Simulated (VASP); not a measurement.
# Na in VASP: settings compared, part 2 of 2

VASP 6.6.1. The steps go on from the part before.

### Step 5. Single point, PBEsol (z stretched by +1.5 % at fixed volume)

INCAR

```
  PREC = Accurate
  ENCUT = 520
  EDIFF = 1E-6
  ISMEAR = -1
  SIGMA = 0.05
  LREAL = False
  LASPH = True
  NELM = 100
  ALGO = Normal
  ISIF = 2
  LWAVE = False
  LCHARG = True
  GGA = PS
  LELF = True
  LVHAR = True
  NBANDS = 10
```

KPOINTS

```
regular mesh
0
Gamma
  12 12 12
```

POSCAR

```
Na
1.0
   -2.0884219347      2.0884219347      2.1355872007
    2.0884219347     -2.0884219347      2.1355872007
    2.0884219347      2.0884219347     -2.1355872007
Na
1
Direct
    0.0000000000      0.0000000000      0.0000000000
```

Potentials or basis: VASP PAW PBE potentials, release 64 (Na_pv).

Started as:

```sh
cat potpaw_PBE.64/Na_pv/POTCAR > POTCAR
mpirun -np 1 vasp_std > vasp.out
```

OUTCAR:

```text
PREC = Accurate
   ENCUT = 520
   EDIFF = 1E-6
   ISMEAR = -1
   LREAL = False
   LASPH = True
   NELM = 100
   ISIF = 2
   GGA = PS

 ion  position               nearest neighbor table
   1  0.000  0.000  0.000-

  LATTYP: Found a body centered tetragonal cell.
 ALAT       =     4.1768438694
 C/A-ratio  =     1.0225841652

  Lattice vectors:

 A1 = (  -2.0884219347,   2.0884219347,   2.1355872007)
 A2 = (   2.0884219347,  -2.0884219347,   2.1355872007)
 A3 = (   2.0884219347,   2.0884219347,  -2.1355872007)

Analysis of symmetry for initial positions (statically):
=====================================================================
 Subroutine PRICEL returns:
 Original cell was already a primitive cell.

 Routine SETGRP: Setting up the symmetry group for a
 body centered tetragonal supercell.

 Subroutine GETGRP returns: Found 16 space group operations
 (whereof 16 operations were pure point group operations)
 out of a pool of 16 trial point group operations.

The static configuration has the point symmetry D_4h.

Analysis of symmetry for dynamics (positions and initial velocities):
=====================================================================
 Subroutine PRICEL returns:
 Original cell was already a primitive cell.

 Routine SETGRP: Setting up the symmetry group for a
 body centered tetragonal supercell.

 Subroutine GETGRP returns: Found 16 space group operations
 (whereof 16 operations were pure point group operations)
 out of a pool of 16 trial point group operations.

The dynamic configuration has the point symmetry D_4h.

 Subroutine INISYM returns: Found 16 space group operations
 (whereof 16 operations are pure point group operations),
 and found     1 'primitive' translations

----------------------------------------------------------------------------------------

[... 105 lines left out ...]
   ISMEAR =    -1;   SIGMA  =   0.05  broadening in eV -4-tet -1-fermi 0-gaus
   EFERMI_NEDOS =   21; number of points for ismear=-14 and -15
   IALGO  =     38    algorithm
   IMIX   =      4    mixing-type and parameters
     AMIX     =   0.40;   BMIX     =  1.00
     AMIX_MAG =   1.60;   BMIX_MAG =  1.00
  volume/ion in A,a.u.               =      37.26       251.43
  Fermi-wavevector in a.u.,A,eV,Ry     =   0.937640  1.771883 11.961824  0.879169
  Thomas-Fermi vector in A             =   2.064772
   LORBIT       =      0    0 simple, 1 ext, 2 COOP (PROOUT), +10 PAW based schemes
   GGA     = PS    functional components
   LHFCALC =     F    Hartree Fock is set to
   AEXX    =    0.0000 exact exchange contribution
   IVDW    =     0    specifies the selected vdW correction
   LEPSILON=     F    determine dielectric tensor
   LRPA    =     F    only Hartree local field effects (RPA)
 non-spin polarized calculation
  energy-cutoff  :      520.00
  volume of cell :       37.26
 maximum number of plane-waves:      1024
   NGX = 13   NGY = 13   NGZ = 13

 number of electron       7.0000007 magnetization

 Free energy of the ion-electron system (eV)
  ---------------------------------------------------
  ext. energy  EPLUGINS =         0.00000000
  ---------------------------------------------------
  free energy    TOTEN  =        -1.39906278 eV

  energy without entropy =       -1.39386956  energy(sigma->0) =       -1.39646617

 E-fermi :   0.2585     XC(G=0):  -6.4879

 val. band max:        0.2542922252   @ k =  -0.2500   0.4167   0.1667
 cond. band min:       0.2619745911   @ k =  -0.3333   0.4167   0.1667
 fundamental gap:      0.0076823659
 Fermi energy:         0.2584774861

 k-point     1 :       0.0000    0.0000    0.0000
  band No.  band energies     occupation
      1     -24.4980      2.00000
      2     -24.4980      2.00000
      3     -24.4978      2.00000
      4      -2.9756      2.00000
      5      11.8829      0.00000
      6      11.8829      0.00000
      7      12.2183      0.00000
      8      12.8305      0.00000
      9      13.1599      0.00000
     10      13.3966      0.00000
[... 287 lines left out ...]
 k-point    24 :      -0.4167    0.1667   -0.0000
  band No.  band energies     occupation
      1     -24.5249      2.00000
      2     -24.5083      2.00000
      3     -24.5005      2.00000
      4      -0.6974      2.00000
      5       4.6205      0.00000
      6       6.2975      0.00000
      7       8.9837      0.00000
      8      11.5473      0.00000
      9      12.7294      0.00000
     10      14.4637      0.00000

 [... further k-points ...]
[... 5 lines left out ...]
  --------------------------------------------------------------------------------------
  -------------------------------------------------------------------------------------
  Total       -0.0523831     -0.0523831     -0.0412415      0.0000000      0.0000000      0.0000000
  in kB       -2.2526189     -2.2526189     -1.7735016      0.0000000      0.0000000      0.0000000
  external PRESSURE =      -2.0929131 kB  Pullay stress =       0.0000000 kB

 VOLUME and BASIS-vectors are now :
 -----------------------------------------------------------------------------
  energy-cutoff  :      520.00
  volume of cell :       37.26
      direct lattice vectors                 reciprocal lattice vectors
    -2.088421935  2.088421935  2.135587201     0.000000000  0.239415221  0.234127644
     2.088421935 -2.088421935  2.135587201     0.239415221  0.000000000  0.234127644
     2.088421935  2.088421935 -2.135587201     0.239415221  0.239415221  0.000000000

 POSITION                                       TOTAL-FORCE (eV/Angst)
 -----------------------------------------------------------------------------------
      0.00000      0.00000      0.00000        -0.000000      0.000000      0.000000
 -----------------------------------------------------------------------------------
    total drift:                               -0.000000     -0.000000     -0.000000

  FREE ENERGIE OF THE ION-ELECTRON SYSTEM (eV)
  ---------------------------------------------------
  free  energy   TOTEN  =        -1.3990627775 eV

  energy  without entropy=       -1.3938695647  energy(sigma->0) =       -1.39646617
```

Run time: 63 s. Hardware: 1 thread of Intel Xeon 8259CL, shared host; peak memory 0.18 GiB.

What came out:

| Quantity | Value |
| --- | --- |
| Free energy | -1.3991 eV |
| Pressure | -0.2 GPa |

Caveat: the PAW data sets were made with another functional, which shifts forces and pressure a little.

### Step 6. The runs side by side

```csv
level,cell,cutoff (eV),gap on the mesh (eV),pressure (GPa)
PBEsol,"a = 3.704 Å, angles 109.5°, 1 atom",500,none,-0.5
PBEsol,"a = 3.644 Å, angles 109.5°, 1 atom",520,none,-0.2
RPBE,"a = 3.644 Å, angles 109.5°, 1 atom",520,none,0.5
PBEsol,"a = 3.645 Å, angles 110.1, 110.1, 108.3°, 1 atom",520,none,-0.2
```

Alike in all rows: task single point; potentials or basis VASP PAW PBE potentials, release 64 (Na_pv); no spin polarisation; k mesh 12 × 12 × 12; smearing fermi-dirac 0.05 eV.

Caveats: the PAW data sets were made with another functional, which shifts forces and pressure a little.

Total energies depend on the potentials used, so only differences within one code and one set of settings carry meaning.
